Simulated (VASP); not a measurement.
A run of VASP 6.6.1 is set up as follows.

The input INCAR:

```
SYSTEM = BN
PREC     = Accurate       ! precision mode
ENCUT    = 600            ! plane-wave cutoff, eV
EDIFF    = 1E-6           ! SCF threshold, eV
ISMEAR   = -1             ! smearing method
SIGMA    = 0.05           ! smearing width, eV
LREAL    = .FALSE.        ! projectors in reciprocal space
LASPH    = .TRUE.         ! aspherical terms in the spheres
NELM     = 120            ! most SCF steps
ALGO     = Normal         ! electronic algorithm
ISIF     = 2              ! what is computed and relaxed
LWAVE    = .FALSE.        ! write WAVECAR
LCHARG   = .FALSE.        ! write CHGCAR
NBANDS   = 11             ! bands
GGA_COMPAT= .FALSE.
```

File KPOINTS:

```
regular mesh
0
G
  15 15 15
  0 0 0
```

Contents of POSCAR:

```
BN
1.0
    0.0000000000      1.6575481203      1.6575481203
    1.6575481203      0.0000000000      1.6575481203
    1.6575481203      1.6575481203      0.0000000000
B N
1 1
Direct
    0.0000000000      0.0000000000      0.0000000000
    0.5000000000      0.5000000000      0.5000000000
```

Potentials or basis: VASP PAW LDA potentials, release 64 (B, N).

Run with:

```bash
$ cat potpaw_LDA.64/B/POTCAR potpaw_LDA.64/N/POTCAR > POTCAR
$ mpirun -np 1 vasp_std > vasp.out
```

Problem. Predict the band gap on the k mesh.

Solution. 2.67 eV, indirect (least direct gap 6.35 eV).

Problem. What does it give for the pressure?

Solution. 69.1 GPa.

 A k mesh can miss the band edges.
